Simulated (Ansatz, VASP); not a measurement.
## C: VASP beside Ansatz

Contents of INCAR:

```
SYSTEM = C
PREC = Accurate ; ENCUT = 520
EDIFF = 1E-6 ; ISMEAR = 0
SIGMA = 0.15 ; LREAL = .FALSE.
LASPH = .TRUE. ; NELM = 100
ALGO = Normal ; ISIF = 2
LWAVE = .FALSE. ; LCHARG = .TRUE.
GGA = PE ; IVDW = 12
LELF = .TRUE. ; LVHAR = .TRUE.
NBANDS = 11
```

File KPOINTS:

```
Automatic mesh
0
G
  21 21 12
  0 0 0
```

Contents of POSCAR:

```
C
1.0
    2.4646600538      0.0000000000      0.0000000000
   -1.2323300269      2.1344582183      0.0000000000
    0.0000000000      0.0000000000      3.5719697732
C
2
Direct
    0.3239632741      0.6479265481      0.0000000000
    0.6760367259      0.3520734519      0.0000000000
```

Input for Ansatz:

```yaml
crystal:
  lattice:
    - [2.4646600538, 0.0, 0.0]
    - [-1.2323300269, 2.1344582183, 0.0]
    - [0.0, 0.0, 3.5719697732]
  atoms:
    - { symbol: C, position: [0.3239632741, 0.6479265481, 0.0] }
    - { symbol: C, position: [0.6760367259, 0.3520734519, 0.0] }
basis:
  ecutwfc: 520.0
kpoints:
  mp_grid: { grid: [21, 21, 12] }
hamiltonian:
  xc: pbe
  pseudopotentials: { kind: paw, azcp: { folder: soft_1 } }
  dispersion: d3bj
scf:
  occupations: { method: gaussian, width: 0.15 }
output:
  forces: true
  stress: true
  eigenvalues: true
```

Change from the starting cell: mode 6 frozen in at -0.040 Å, equal normal strain along x, y and z +0.0000.

Alike in both runs: task single point; functional PBE; dispersion D3(BJ); k mesh 21 × 21 × 12; occupations gaussian, width 0.15 eV; no spin polarisation.

|  | VASP | Ansatz |
| --- | --- | --- |
| version | VASP 6.6.1 | Ansatz 0.2.0 |
| potentials or method | VASP PAW PBE potentials, release 64 (C), cutoff 520 eV | scalar-relativistic, plane waves, PAW |
| valence electrons in the cell | 8 | 8 |

|  | VASP | Ansatz | Ansatz less VASP |
| --- | --- | --- | --- |
| gap on the k mesh at the Fermi level (eV) | none | none | - |
| pressure (GPa) | 2.9 | 2.5 | -0.37 |
| traceless stress, the component that is largest in VASP (GPa) | 8.83 | 8.46 | -0.367 |
| rms of the force components (eV/Å) | 2.240 | 2.236 | -0.0034 |

Atom by atom the forces differ by 0.003 eV/Å (rms over components). A gap of «none» marks a metal or a gap that the smearing closes.
